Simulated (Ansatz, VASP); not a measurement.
Two plane-wave programs on NiGe

```
CELL_PARAMETERS angstrom
5.39666 0.00000 0.00000
0.00000 3.48088 0.00000
0.00000 0.00000 5.61224
ATOMIC_POSITIONS crystal
Ni 0.99428 0.75000 0.19018
Ni 0.00572 0.25000 0.80982
Ni 0.50572 0.25000 0.69018
Ni 0.49428 0.75000 0.30982
Ge 0.81033 0.75000 0.58743
Ge 0.18967 0.25000 0.41257
Ge 0.68967 0.25000 0.08743
Ge 0.31033 0.75000 0.91257
```

Change from the starting cell: strain -0.0400 x Voigt [0, 0, 1, 0, 0, 0], atoms carried along.

Alike in both runs: task single point; functional PBE; k mesh 8 × 12 × 8; occupations gaussian, width 0.15 eV; no spin polarisation.

|  | VASP | Ansatz |
| --- | --- | --- |
| version | VASP 6.6.1 | Ansatz 0.2.0 |
| potentials or method | VASP PAW PBE potentials, release 64 (Ni, Ge_d), cutoff 520 eV | scalar-relativistic, plane waves, PAW |
| valence electrons in the cell | 96 | 128 |

```tsv
	VASP	Ansatz	Ansatz less VASP
gap on the k mesh at the Fermi level (eV)	none	none	-
pressure (GPa)	6.6	6.3	-0.22
traceless stress, the component that is largest in VASP (GPa)	3.36	3.37	+0.013
rms of the force components (eV/Å)	0.128	0.125	-0.0035
```

Atom by atom the forces differ by 0.005 eV/Å (rms over components). A gap of «none» marks a metal or a gap that the smearing closes. VASP's potentials hold 96 valence electrons a cell and Ansatz's 128, so a difference there can come from the potentials and not from the codes.
